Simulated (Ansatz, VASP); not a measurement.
Two plane-wave programs on SnTe

File INCAR:

```
SYSTEM = SnTe
PREC = Accurate
ENCUT = 520
EDIFF = 1E-6
ISMEAR = 0
SIGMA = 0.03
LREAL = .FALSE.
LASPH = .TRUE.
NELM = 100
ALGO = Normal
ISIF = 2
LWAVE = .FALSE.
LCHARG = .FALSE.
GGA = PS
NBANDS = 17
```

KPOINTS

```
Automatic mesh
0
G
  10 10 10
  0 0 0
```

The input POSCAR:

```
SnTe
1.0
   -0.3332213491      2.9989921423      2.9989921423
    2.9989921423     -0.3332213491      2.9989921423
    2.9989921423      2.9989921423     -0.3332213491
Sn Te
1 1
Direct
    0.0000000000      0.0000000000      0.0000000000
    0.5000000000      0.5000000000      0.5000000000
```

Input for Ansatz:

```yaml
crystal:
  lattice:
    - [-0.3332213491, 2.9989921423, 2.9989921423]
    - [2.9989921423, -0.3332213491, 2.9989921423]
    - [2.9989921423, 2.9989921423, -0.3332213491]
  atoms:
    - { symbol: Sn, position: [0.0, 0.0, 0.0] }
    - { symbol: Te, position: [0.5, 0.5, 0.5] }
basis:
  ecutwfc: 420
kpoints:
  mp_grid: { grid: [10, 10, 10] }
hamiltonian:
  xc: pbesol
scf:
  occupations: { method: gaussian, width: 0.03 }
output:
  forces: true
  stress: true
  eigenvalues: true
```

Alike in both runs: task single point; functional PBEsol; k mesh 10 × 10 × 10; occupations gaussian, width 0.03 eV; no spin polarisation.

|  | VASP | Ansatz |
| --- | --- | --- |
| version | VASP 6.6.1 | Ansatz 0.2.0 |
| potentials or method | VASP PAW PBE potentials, release 64 (Sn_d, Te), cutoff 520 eV | scalar-relativistic, plane waves, PAW |
| valence electrons in the cell | 20 | 30 |

|  | VASP | Ansatz | Ansatz less VASP |
| --- | --- | --- | --- |
| gap on the k mesh at the Fermi level (eV) | none | none | - |
| pressure (GPa) | -1.2 | -1.2 | +0.02 |
| traceless stress, the component that is largest in VASP (GPa) | 1.16 | 1.16 | +0.004 |

VASP's potentials were made for PBE, not for PBEsol. A gap of «none» marks a metal or a gap that the smearing closes. VASP's potentials hold 20 valence electrons a cell and Ansatz's 30, so a difference there can come from the potentials and not from the codes.

Spin-orbit coupling is off throughout.
